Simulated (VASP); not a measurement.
Input of a VASP 6.6.1 run:

INCAR

```
PREC     = Accurate       # precision mode
ENCUT    = 520            # plane-wave cutoff, eV
EDIFF    = 1E-6           # SCF threshold, eV
ISMEAR   = -1             # smearing method
SIGMA    = 0.1            # smearing width, eV
LREAL    = F              # projectors in reciprocal space
LASPH    = T              # aspherical terms in the spheres
NELM     = 100            # most SCF steps
ALGO     = Normal         # electronic algorithm
ISIF     = 2              # what is computed and relaxed
LWAVE    = F              # write WAVECAR
LCHARG   = T              # write CHGCAR
GGA      = B5             # functional
ALDAX    = 1.0          
AGGAX    = 1.0          
AGGAC    = 1.0          
ALDAC    = 0.0          
LELF     = T              # ELF
LVHAR    = T            
NBANDS   = 24             # bands
```

File KPOINTS:

```
regular mesh
0
Gamma
  10 10 14
```

Contents of POSCAR:

```
Au
1.0
    4.8724498160      0.0000000000      0.0000000000
   -2.4362249080      4.2196653193      0.0000000000
    0.0000000000      0.0000000000      2.8999393601
Au
3
Direct
    0.0000000000      1.0000000000      0.0000000000
    0.3333333333      0.6666666667      0.5000000000
    0.6666666667      0.3333333333      0.5000000000
```

Potentials or basis: VASP PAW PBE potentials, release 64 (Au).

Command:

```console
$ cat potpaw_PBE.64/Au/POTCAR > POTCAR
$ mpirun -np 1 vasp_std > vasp.out
```

**Question.** Predict the pressure.

**Answer.** 0.3 GPa.

Stress tensor (GPa, compression positive):
```
 0.72  0.00  0.00
 0.00  0.72  0.00
 0.00  0.00 -0.47
```

Caveat: the PAW data sets were made with another functional, which shifts forces and pressure a little.
